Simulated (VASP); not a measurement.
Write the native input for VASP 6.6.1 that does the following.

* Task: single point
* Functional: PBE
* Potentials or basis: VASP PAW PBE potentials, release 64 (Si)
* Cutoff: 520 eV
* k mesh: 6 × 6 × 6
* Occupations: gaussian, width 0.1 eV
* Spin: no spin polarisation
* Dipole correction: no
* Further INCAR settings: ALGO = Normal; EDIFF = 1e-07; NBANDS = 18

The structure of Si lies in POSCAR:

```
Si
1.0
    3.8400079332      2.2170296139      1.9368047371
   -3.8400079332      2.2170296139      1.9368047371
    0.0000000000     -4.4340592278      1.9368047371
Si
5
Direct
    0.2036370867      0.2036370867      0.2036370867
    0.7963629133      0.7963629133      0.7963629133
    0.5630014275      0.4369985725      0.0000000000
    0.0000000000      0.5630014275      0.4369985725
    0.4369985725      0.0000000000      0.5630014275
```

These files were run (other wordings do the same):

INCAR

```
PREC = Accurate ; ENCUT = 520
EDIFF = 1E-7 ; ISMEAR = 0
SIGMA = 0.1 ; LREAL = False
LASPH = True ; NELM = 80
ALGO = Normal ; ISIF = 2
LWAVE = False ; LCHARG = False
GGA = PE ; NBANDS = 18
```

KPOINTS

```
regular mesh
0
Gamma
  6 6 6
```

Potentials or basis: VASP PAW PBE potentials, release 64 (Si).

Run with:

```sh
$ cat potpaw_PBE.64/Si/POTCAR > POTCAR
$ mpirun -np 1 vasp_std > vasp.out
```

It gave:

- Pressure: 0.0 GPa
- Largest force: 0.027 eV/Å
- Band gap on the k mesh: 0.21 eV, indirect (least direct gap 1.14 eV)

It took 17 s on 1 thread of Intel(R) Xeon(R) 6975P-C (Granite Rapids), on a shared host, peak memory 0.2 GiB.
